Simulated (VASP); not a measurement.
The system is HfO2.

```
Hf O
1.0
     5.29380    0.00000    0.00000
     0.00000    5.06923    0.00000
     0.00000    0.00000    5.10096
Hf O
4 8
Direct
  0.03262 0.26629 0.23999
  0.46738 0.26629 0.73999
  0.53262 0.73371 0.23999
  0.96738 0.73371 0.73999
  0.36539 0.06760 0.38315
  0.13461 0.06760 0.88315
  0.72918 0.46281 0.48986
  0.77082 0.46281 0.98986
  0.27082 0.53719 0.98986
  0.22918 0.53719 0.48986
  0.86539 0.93240 0.38315
  0.63461 0.93240 0.88315
```

```yaml
Program: VASP 6.6.1
Task: relaxation of cell and atoms
Functional: LDA
Potentials_or_basis: VASP PAW LDA potentials, release 64 (Hf_pv, O)
Cutoff: 600 eV
k_mesh: 4 × 6 × 6
Occupations: gaussian, width 0.02 eV
Spin: no spin polarisation
```

At the start: pressure -16.3 GPa; volume 11.41 Å³/atom.

Q: How do energy, volume and symmetry change on relaxing?

A: Over 30 steps the energy falls by 41.3 meV/atom and the volume is 10.62 Å³/atom (-6.9 %); space group Pca2_1 (No. 29, to 0.1 Å) before and after.

Step by step:
```
step  energy change (eV)  largest force (eV/Å)  pressure (GPa)  volume (Å³)
   1              0.0000                0.1642          -16.26       136.89
   2              0.9294                0.8203           37.86       115.21
   3             -0.4727                0.2184           -0.61       128.40
   4             -0.4732                0.2261           -0.23       128.17
   5             -0.4730                0.2318            0.21       128.00
   6             -0.4794                0.2248            0.29       127.80
   7             -0.4797                0.1691            0.27       127.83
   8             -0.4865                0.0987           -0.42       128.01
   9             -0.4881                0.0531           -0.97       128.16
  10             -0.4895                0.1202            0.69       127.33
  11             -0.4904                0.0714            0.02       127.64
  12             -0.4914                0.0440            0.19       127.57
  13             -0.4917                0.0823            0.30       127.50
  14             -0.4923                0.0722            0.14       127.56
  15             -0.4931                0.0513           -0.28       127.73
  16             -0.4937                0.0361           -0.07       127.63
  17             -0.4939                0.0970            0.30       127.45
  18             -0.4939                0.0691            0.15       127.52
  19             -0.4946                0.0468            0.12       127.51
  20             -0.4951                0.0367            0.03       127.49
  21             -0.4955                0.0257           -0.05       127.51
  22             -0.4959                0.0140           -0.22       127.55
  23             -0.4959                0.0152           -0.26       127.56
  24             -0.4960                0.0148            0.20       127.36
  25             -0.4960                0.0115            0.02       127.43
  26             -0.4961                0.0068            0.02       127.42
  27             -0.4961                0.0090            0.02       127.42
  28             -0.4961                0.0051           -0.01       127.44
  29             -0.4961                0.0055           -0.02       127.44
  30             -0.4961                0.0024            0.00       127.43
```

Final structure:
```cif
data_structure
_symmetry_space_group_name_H-M 'P 1'
_symmetry_Int_Tables_number 1
_cell_length_a 5.1612
_cell_length_b 4.9597
_cell_length_c 4.9781
_cell_angle_alpha 90.000
_cell_angle_beta 90.000
_cell_angle_gamma 90.000
_cell_volume 127.43
loop_
_atom_site_label
_atom_site_type_symbol
_atom_site_fract_x
_atom_site_fract_y
_atom_site_fract_z
_atom_site_occupancy
Hf1 Hf 0.03317 0.26830 0.24293 1
Hf2 Hf 0.46683 0.26830 0.74293 1
Hf3 Hf 0.53317 0.73170 0.24293 1
Hf4 Hf 0.96683 0.73170 0.74293 1
O1 O 0.36869 0.07312 0.37895 1
O2 O 0.13131 0.07312 0.87895 1
O3 O 0.73620 0.45843 0.49112 1
O4 O 0.76380 0.45843 0.99112 1
O5 O 0.26380 0.54157 0.99112 1
O6 O 0.23620 0.54157 0.49112 1
O7 O 0.86869 0.92688 0.37895 1
O8 O 0.63131 0.92688 0.87895 1
```
